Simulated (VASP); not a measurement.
# MgO in VASP: further runs

The runs below take MgO through single point, relaxation of cell and atoms, with r2SCAN.

Program: VASP 6.6.1. These are calculated values, not measurements. Logs are shortened: lines on timing, memory, paths and dates and some standing lists are left out, and cuts for length are marked.

## 1. The cell of the first run

The structure is tetragonal, space group I4/mmm (No. 139). Conventional cell: a = 2.953 Å, b = 2.953 Å, c = 4.331 Å, α = 90.00°, β = 90.00°, γ = 90.00°. Mg (site symmetry 4/mmm) has 6 O at 2.09 to 2.17 Å within 2.8 Å. O (site symmetry 4/mmm) has 6 Mg at 2.09 to 2.17 Å within 2.8 Å.

## 2. Single point, r2SCAN (uniaxial strain along c: +3.0 %, then relaxed in part)

POSCAR

```
MgO
1.0
    2.0884193235      2.0884193235      0.0000000000
   -2.0884193235      2.0884193235      0.0000000000
    0.0000000000      0.0000000000      4.3305339614
Mg O
2 2
Direct
    0.0000000000      0.0000000000      0.0000000000
    0.5000000000      0.5000000000      0.5000000000
    0.5000000000      0.5000000000      0.0000000000
    0.0000000000      0.0000000000      0.5000000000
```

INCAR.step1

```
SYSTEM = MgO
ALGO     = Normal         ! electronic algorithm
EDIFF    = 1E-4           ! SCF threshold, eV
ENCUT    = 520            ! plane-wave cutoff, eV
GGA      = PE             ! functional
ISMEAR   = 0              ! smearing method
LASPH    = .TRUE.         ! aspherical terms in the spheres
LCHARG   = .FALSE.        ! write CHGCAR
LREAL    = .FALSE.        ! projectors in reciprocal space
LWAVE    = .TRUE.         ! write WAVECAR
NBANDS   = 16             ! bands
NELM     = 60             ! most SCF steps
PREC     = Accurate       ! precision mode
SIGMA    = 0.02           ! smearing width, eV
```

INCAR.step2

```
SYSTEM = MgO
ALGO     = Normal         ! electronic algorithm
EDIFF    = 1E-7           ! SCF threshold, eV
ENCUT    = 520            ! plane-wave cutoff, eV
ISIF     = 2              ! what is computed and relaxed
ISMEAR   = 0              ! smearing method
ISTART   = 1            
LASPH    = .TRUE.         ! aspherical terms in the spheres
LCHARG   = .TRUE.         ! write CHGCAR
LELF     = .TRUE.         ! ELF
LMIXTAU  = .TRUE.       
LREAL    = .FALSE.        ! projectors in reciprocal space
LVHAR    = .TRUE.       
LWAVE    = .FALSE.        ! write WAVECAR
METAGGA  = R2SCAN         ! meta-GGA
NBANDS   = 16             ! bands
NELM     = 60             ! most SCF steps
PREC     = Accurate       ! precision mode
SIGMA    = 0.02           ! smearing width, eV
```

KPOINTS

```
k-points
0
G
  8 8 6
  0 0 0
```

Potentials or basis: VASP PAW PBE potentials, release 64 (Mg, O).

On the command line:

```bash
$ cat potpaw_PBE.64/Mg/POTCAR potpaw_PBE.64/O/POTCAR > POTCAR
$ cp INCAR.step1 INCAR
$ mpirun -np 1 vasp_std > vasp.out
$ cp INCAR.step2 INCAR
$ mpirun -np 1 vasp_std > vasp.out
```

OUTCAR:

```text
SYSTEM = MgO
   EDIFF = 1E-7
   ENCUT = 520
   ISIF = 2
   ISMEAR = 0
   ISTART = 1
   LASPH = .TRUE.
   LREAL = .FALSE.
   METAGGA = R2SCAN
   NELM = 60
   PREC = Accurate

 ion  position               nearest neighbor table
   1  0.000  0.000  0.000-   3 2.09   3 2.09   3 2.09   3 2.09   4 2.17   4 2.17   2 3.01   2 3.01
                             2 3.01   2 3.01   2 3.01   2 3.01   2 3.01   2 3.01
   2  0.500  0.500  0.500-   4 2.09   4 2.09   4 2.09   4 2.09   3 2.17   3 2.17   1 3.01   1 3.01
                             1 3.01   1 3.01   1 3.01   1 3.01   1 3.01   1 3.01
   3  0.500  0.500  0.000-   1 2.09   1 2.09   1 2.09   1 2.09   2 2.17   2 2.17
   4  0.000  0.000  0.500-   2 2.09   2 2.09   2 2.09   2 2.09   1 2.17   1 2.17

  LATTYP: Found a simple tetragonal cell.
 ALAT       =     2.9534709312
 C/A-ratio  =     1.4662524407

  Lattice vectors:

 A1 = (   2.0884193235,   2.0884193235,   0.0000000000)
 A2 = (  -2.0884193235,   2.0884193235,   0.0000000000)
 A3 = (   0.0000000000,   0.0000000000,   4.3305339614)

Analysis of symmetry for initial positions (statically):
=====================================================================
 Subroutine PRICEL returns following result:

  LATTYP: Found a body centered tetragonal cell.
 ALAT       =     2.9534709312
 C/A-ratio  =     1.4662524407

  Lattice vectors:

 A1 = (   2.0884193235,   0.0000000000,  -2.1652669807)
 A2 = (  -2.0884193235,   0.0000000000,  -2.1652669807)
 A3 = (   0.0000000000,   2.0884193235,   2.1652669807)

   2 primitive cells build up your supercell.

 Routine SETGRP: Setting up the symmetry group for a
 simple tetragonal supercell.

 Subroutine GETGRP returns: Found 16 space group operations
 (whereof 16 operations were pure point group operations)
 out of a pool of 16 trial point group operations.

The static configuration has the point symmetry D_4h.

Analysis of symmetry for dynamics (positions and initial velocities):
=====================================================================
 Subroutine PRICEL returns following result:

  LATTYP: Found a body centered tetragonal cell.
 ALAT       =     2.9534709312
 C/A-ratio  =     1.4662524407

  Lattice vectors:

 A1 = (   2.0884193235,   0.0000000000,  -2.1652669807)
 A2 = (  -2.0884193235,   0.0000000000,  -2.1652669807)
 A3 = (   0.0000000000,   2.0884193235,   2.1652669807)

   2 primitive cells build up your supercell.

 Routine SETGRP: Setting up the symmetry group for a
 simple tetragonal supercell.

 Subroutine GETGRP returns: Found 16 space group operations
 (whereof 16 operations were pure point group operations)
 out of a pool of 16 trial point group operations.

The dynamic configuration has the point symmetry D_4h.

 Subroutine INISYM returns: Found 16 space group operations
 (whereof 16 operations are pure point group operations),
 and found     2 'primitive' translations

----------------------------------------------------------------------------------------

                                     Primitive cell

  volume of cell :      18.8876

  direct lattice vectors                    reciprocal lattice vectors
     2.088419324  0.000000000 -2.165266981     0.239415521  0.239415521 -0.230918406
    -2.088419324  0.000000000 -2.165266981    -0.239415521  0.239415521 -0.230918406
     0.000000000  2.088419324  2.165266981     0.000000000  0.478831042  0.000000000

  length of vectors
     3.008301243  3.008301243  3.008301243     0.409832763  0.409832763  0.478831042

  position of ions in fractional coordinates (direct lattice)
     0.000000000  0.000000000  0.000000000
     0.500000000  0.500000000  0.000000000

  ion indices of the primitive-cell ions
   primitive index   ion index
                 1           1
                 2           4

----------------------------------------------------------------------------------------

 KPOINTS: k-points

Automatic generation of k-mesh.
 Grid dimensions read from file:
 generate k-points for:    8    8    6

 Generating k-lattice:

  Cartesian coordinates                     Fractional coordinates (reciprocal lattice)
     0.029926940  0.029926940  0.000000000     0.125000000  0.000000000  0.000000000
    -0.029926940  0.029926940  0.000000000     0.000000000  0.125000000  0.000000000
     0.000000000  0.000000000  0.038486401     0.000000000  0.000000000  0.166666667

  Length of vectors
     0.042323085  0.042323085  0.038486401

  Shift w.r.t. Gamma in fractional coordinates (k-lattice)
     0.000000000  0.000000000  0.000000000

 Subroutine IBZKPT returns following result:
 ===========================================

 Found     60 irreducible k-points:

 Following reciprocal coordinates:
            Coordinates               Weight
  0.000000  0.000000  0.000000      1.000000
  0.125000  0.000000  0.000000      4.000000
  0.250000  0.000000  0.000000      4.000000
  0.375000  0.000000  0.000000      4.000000
[... 32 lines left out ...]
   POTIM  = 0.5000    time-step for ionic-motion
   TEBEG  =    0.0;   TEEND  =   0.0 temperature during run
   PSTRESS=    0.0 pullay stress
   NELECT =      16.0000    total number of electrons
   NUPDOWN=      -1.0000    fix difference up-down
   EMIN   =  10.00;   EMAX   =-10.00  energy-range for DOS
   EFERMI =   0.00;   METHOD = LEGACY
   ISMEAR =     0;   SIGMA  =   0.02  broadening in eV -4-tet -1-fermi 0-gaus
   EFERMI_NEDOS =   21; number of points for ismear=-14 and -15
   IALGO  =     38    algorithm
   IMIX   =      4    mixing-type and parameters
     AMIX     =   0.40;   BMIX     =  1.00
     AMIX_MAG =   1.60;   BMIX_MAG =  1.00
  volume/ion in A,a.u.               =       9.44        63.73
  Fermi-wavevector in a.u.,A,eV,Ry     =   1.229455  2.323333 20.566008  1.511559
  Thomas-Fermi vector in A             =   2.364341
   LORBIT       =      0    0 simple, 1 ext, 2 COOP (PROOUT), +10 PAW based schemes
   METAGGA = R2SCAN    functional components
   LHFCALC =     F    Hartree Fock is set to
   AEXX    =    0.0000 exact exchange contribution
   IVDW    =     0    specifies the selected vdW correction
   LEPSILON=     F    determine dielectric tensor
   LRPA    =     F    only Hartree local field effects (RPA)
 non-spin polarized calculation
 Gauss-broadening in eV      SIGMA  =   0.02
  energy-cutoff  :      520.00
  volume of cell :       37.78
 maximum number of plane-waves:      1038
 NGX is ok and might be reduce to    24

 number of electron      15.9999980 magnetization

 Free energy of the ion-electron system (eV)
  ---------------------------------------------------
  ext. energy  EPLUGINS =         0.00000000
  ---------------------------------------------------
  free energy    TOTEN  =       -32.29421506 eV

  energy without entropy =      -32.29421506  energy(sigma->0) =      -32.29421506

 E-fermi :   2.8919     XC(G=0): -11.5362

 val. band max:        2.7426321090   @ k =   0.0000   0.0000   0.0000
 cond. band min:       8.1786181448   @ k =   0.0000   0.0000   0.0000
 fundamental gap:      5.4359860358
 Fermi energy:         2.8918640515

 k-point     1 :       0.0000    0.0000    0.0000
  band No.  band energies     occupation
      1     -15.4529      2.00000
      2     -14.0529      2.00000
      3      -1.4376      2.00000
      4       1.4377      2.00000
      5       1.4377      2.00000
      6       2.6681      2.00000
[... 8 lines left out ...]
     15      19.6084      0.00000
     16      23.1846      0.00000

 k-point     2 :       0.1250    0.0000    0.0000
  band No.  band energies     occupation
      1     -15.3433      2.00000
      2     -14.0316      2.00000
      3      -1.2796      2.00000
      4       0.9700      2.00000
      5       1.4862      2.00000
      6       2.0340      2.00000
[... 8 lines left out ...]
     15      19.8833      0.00000
     16      22.6578      0.00000

 k-point     3 :       0.2500    0.0000    0.0000
  band No.  band energies     occupation
      1     -15.0452      2.00000
      2     -14.0050      2.00000
      3      -0.8221      2.00000
      4       0.0190      2.00000
      5       0.7934      2.00000
      6       1.6244      2.00000
[... 8 lines left out ...]
     15      20.7076      0.00000
     16      22.2134      0.00000
[... 362 lines left out ...]
 k-point    23 :       0.3750    0.1250    0.1667
  band No.  band energies     occupation
      1     -14.5342      2.00000
      2     -14.0600      2.00000
      3      -1.0544      2.00000
      4      -0.6266      2.00000
      5       0.4626      2.00000
      6       1.6060      2.00000
[... 8 lines left out ...]
     15      20.7910      0.00000
     16      20.8555      0.00000

 k-point    24 :       0.5000    0.1250    0.1667
  band No.  band energies     occupation
      1     -14.2249      2.00000
      2     -14.2249      2.00000
      3      -1.1267      2.00000
      4      -1.1267      2.00000
      5       1.1027      2.00000
      6       1.1027      2.00000
[... 8 lines left out ...]
     15      21.0407      0.00000
     16      21.0407      0.00000

 [... further k-points ...]
[... 5 lines left out ...]
  --------------------------------------------------------------------------------------
  -------------------------------------------------------------------------------------
  Total       -0.2664543     -0.2664543     -1.8388472      0.0000000      0.0000000     -0.0000000
  in kB      -11.3012504    -11.3012504    -77.9918787      0.0000000      0.0000000     -0.0000000
  external PRESSURE =     -33.5314599 kB  Pullay stress =       0.0000000 kB

 VOLUME and BASIS-vectors are now :
 -----------------------------------------------------------------------------
  energy-cutoff  :      520.00
  volume of cell :       37.78
      direct lattice vectors                 reciprocal lattice vectors
     2.088419324  2.088419324  0.000000000     0.239415521  0.239415521  0.000000000
    -2.088419324  2.088419324  0.000000000    -0.239415521  0.239415521  0.000000000
     0.000000000  0.000000000  4.330533961     0.000000000  0.000000000  0.230918406

 POSITION                                       TOTAL-FORCE (eV/Angst)
 -----------------------------------------------------------------------------------
      0.00000      0.00000      0.00000        -0.000000     -0.000000      0.000000
      0.00000      2.08842      2.16527        -0.000000      0.000000      0.000000
      0.00000      2.08842      0.00000         0.000000      0.000000     -0.000000
      0.00000      0.00000      2.16527         0.000000     -0.000000      0.000000
 -----------------------------------------------------------------------------------
    total drift:                                0.000000     -0.000000     -0.000000

  FREE ENERGIE OF THE ION-ELECTRON SYSTEM (eV)
  ---------------------------------------------------
  free  energy   TOTEN  =       -32.2942150622 eV

  energy  without entropy=      -32.2942150622  energy(sigma->0) =      -32.29421506
```

It took 81 s on 1 thread of Intel Xeon Platinum 8259CL at 2.50GHz (Skylake/Cascade Lake), shared host; peak memory 0.17 GiB.

Results:

```
Free energy            : -32.2942 eV
Pressure               : -3.4 GPa
Band gap on the k mesh : 5.44 eV
```

Caveat: the cell differs from its parent crystal (uniaxial strain along c: +3.0 %, then relaxed in part); the stress differs along the axes, from -8 to -1 GPa; the PAW data sets were made with another functional, which shifts forces and pressure a little.

## 3. Single point, r2SCAN (uniaxial strain along c: +3.0 %)

Edit POSCAR of step 2 so:

```diff
@@ -2,4 +2,4 @@
 1.0
-    2.0884193235      2.0884193235      0.0000000000
-   -2.0884193235      2.0884193235      0.0000000000
+    2.0864344450      2.0864344450      0.0000000000
+   -2.0864344450      2.0864344450      0.0000000000
     0.0000000000      0.0000000000      4.3305339614
```

INCAR.step1

```
SYSTEM = MgO
  PREC = Accurate
  ENCUT = 520
  ISMEAR = 0
  SIGMA = 0.02
  LREAL = .FALSE.
  LASPH = .TRUE.
  NELM = 60
  NBANDS = 16
  GGA = PE
  ALGO = Normal
  EDIFF = 1E-4
  LWAVE = .TRUE.
  LCHARG = .FALSE.
```

INCAR.step2

```
SYSTEM = MgO
  PREC = Accurate
  ENCUT = 520
  EDIFF = 1E-6
  ISMEAR = 0
  SIGMA = 0.02
  LREAL = .FALSE.
  LASPH = .TRUE.
  NELM = 60
  ALGO = Normal
  ISIF = 2
  LWAVE = .FALSE.
  LCHARG = .TRUE.
  METAGGA = R2SCAN
  LMIXTAU = .TRUE.
  LELF = .TRUE.
  LVHAR = .TRUE.
  NBANDS = 16
  ISTART = 1
```

KPOINTS

```
Automatic mesh
0
G
  8 8 6
  0 0 0
```

Potentials or basis: VASP PAW PBE potentials, release 64 (Mg, O).

On the command line:

```bash
$ cat potpaw_PBE.64/Mg/POTCAR potpaw_PBE.64/O/POTCAR > POTCAR
$ cp INCAR.step1 INCAR
$ mpirun -np 1 vasp_std > vasp.out
$ cp INCAR.step2 INCAR
$ mpirun -np 1 vasp_std > vasp.out
```

Run time: 84 s. Hardware: 1 thread of Intel Xeon Platinum 8259CL at 2.50GHz (Skylake/Cascade Lake), shared host; peak memory 0.17 GiB.

Results (log left out):

```yaml
Free_energy: -32.2945 eV
Pressure: -3.0 GPa
Band_gap_on_the_k_mesh: 5.45 eV
```

Stress tensor (GPa, compression positive):
```
-0.72  0.00  0.00
 0.00 -0.72  0.00
 0.00  0.00 -7.64
```

Levels at points of the mesh, in eV from the valence-band top:
```
           k point  band 5  band 6  band 7  band 8  band 9  band 10  band 11  band 12
(0.00, 0.00, 0.00)   -1.31   -0.08   -0.08    0.00    5.45    10.24    10.97    13.81
(0.50, 0.00, 0.00)   -2.02   -2.02   -0.67   -0.67   10.35    10.35    12.49    12.49
(0.50, 0.50, 0.00)   -1.58   -1.58   -1.34   -1.34    9.85     9.85    10.90    10.90
(0.00, 0.00, 0.50)   -0.74   -0.74   -0.74   -0.74    8.86     8.86    12.20    12.20
(0.50, 0.00, 0.50)   -0.76   -0.76   -0.67   -0.67    8.68     8.68    13.64    13.64
(0.50, 0.50, 0.50)   -3.02   -3.02   -1.68   -1.68   12.55    12.55    12.55    12.55
```

Caveat: the cell differs from its parent crystal (uniaxial strain along c: +3.0 %); the stress differs along the axes, from -8 to -1 GPa; the PAW data sets were made with another functional, which shifts forces and pressure a little.

## 4. Relaxation of cell and atoms, r2SCAN

This run uses another cell than the first one: it holds 2 atoms, not 4.

POSCAR

```
MgO
1.0
    0.0000000000      2.0970013927      2.0970013927
    2.0970013927      0.0000000000      2.0970013927
    2.0970013927      2.0970013927      0.0000000000
Mg O
1 1
Direct
    0.0000000000      0.0000000000      0.0000000000
    0.5000000000      0.5000000000      0.5000000000
```

INCAR.step1

```
ALGO     = Normal         # electronic algorithm
EDIFF    = 1E-4           # SCF threshold, eV
ENCUT    = 600            # plane-wave cutoff, eV
GGA      = PE             # functional
ISMEAR   = 0              # smearing method
LASPH    = T              # aspherical terms in the spheres
LCHARG   = F              # write CHGCAR
LREAL    = F              # projectors in reciprocal space
LWAVE    = T              # write WAVECAR
NELM     = 60             # most SCF steps
PREC     = Accurate       # precision mode
SIGMA    = 0.02           # smearing width, eV
```

INCAR.step2

```
ALGO     = Normal         # electronic algorithm
EDIFF    = 1E-7           # SCF threshold, eV
EDIFFG   = -0.005         # ionic threshold
ENCUT    = 600            # plane-wave cutoff, eV
IBRION   = 2              # ionic algorithm
ISIF     = 3              # what is computed and relaxed
ISMEAR   = 0              # smearing method
ISTART   = 1            
LASPH    = T              # aspherical terms in the spheres
LCHARG   = F              # write CHGCAR
LMIXTAU  = T            
LREAL    = F              # projectors in reciprocal space
LWAVE    = F              # write WAVECAR
METAGGA  = R2SCAN         # meta-GGA
NELM     = 60             # most SCF steps
NSW      = 100            # ionic steps
PREC     = Accurate       # precision mode
SIGMA    = 0.02           # smearing width, eV
```

KPOINTS

```
k-points
0
Gamma
  10 10 10
```

On the command line:

```bash
$ cat potpaw_PBE.64/Mg/POTCAR potpaw_PBE.64/O/POTCAR > POTCAR
$ cp INCAR.step1 INCAR
$ mpirun -np 1 vasp_std > vasp.out
$ cp INCAR.step2 INCAR
$ mpirun -np 1 vasp_std > vasp.out
```

Run time: 45 s. Hardware: 1 thread of Intel Xeon Platinum 8259CL at 2.50GHz (Skylake/Cascade Lake), shared host; peak memory 0.15 GiB.

It converged, with:

* Free energy: -16.1653 eV
* Relaxed volume: 9.21 Å³/atom
* Relaxed cell: a = 2.965 Å, b = 2.965 Å, c = 2.965 Å, α = 60.00°, β = 60.00°, γ = 60.00°
* Space group after relaxing (to 0.1 Å): Fm-3m (No. 225)
* Energy gained by relaxing: 0.0 meV/atom
* Ionic steps: 2
* Pressure after relaxing: 0.0 GPa
* Band gap on the k mesh: 5.75 eV

Final structure:
```yaml
crystal:
  lattice:
    - [0.00000, 2.09631, 2.09631]
    - [2.09631, 0.00000, 2.09631]
    - [2.09631, 2.09631, 0.00000]
  atoms:
    - { symbol: Mg, position: [0.00000, 0.00000, 0.00000] }
    - { symbol: O, position: [0.50000, 0.50000, 0.50000] }
```

Levels at points of the mesh, in eV from the valence-band top:
```tsv
k point	band 1	band 2	band 3	band 4	band 5	band 6	band 7	band 8
(0.00, 0.00, 0.00)	-18.27	0.00	0.00	0.00	5.75	16.92	16.92	16.92
(0.50, 0.00, 0.00)	-16.99	-4.67	-0.69	-0.69	8.90	13.97	17.57	17.57
(0.50, 0.50, 0.00)	-16.74	-4.16	-1.39	-1.39	10.05	11.22	14.45	20.59
```

Caveat: the PAW data sets were made with another functional, which shifts forces and pressure a little.

## 5. Overview

| task | cell | k mesh | cutoff (eV) | gap on the mesh (eV) | pressure (GPa) |
| --- | --- | --- | --- | --- | --- |
| single point | a = 2.953, b = 2.953, c = 4.331 Å, 4 atoms, atomic positions A | 8 × 8 × 6 | 520 | 5.44 | -3.4 |
| single point | a = 2.951, b = 2.951, c = 4.331 Å, 4 atoms, atomic positions A | 8 × 8 × 6 | 520 | 5.45 | -3.0 |
| relaxation of cell and atoms | relaxed from a = 2.966 Å, angles 60.0°, 2 atoms, atomic positions B | 10 × 10 × 10 | 600 | 5.75 | 0.0 |

Alike in all rows: level r2SCAN; potentials or basis VASP PAW PBE potentials, release 64 (Mg, O); no spin polarisation; smearing gaussian 0.02 eV.

Caveats: the PAW data sets were made with another functional, which shifts forces and pressure a little; the stress differs along the axes, from -8 to -1 GPa (at least some runs).

Total energies depend on the potentials used, so only differences within one code and one set of settings carry meaning.
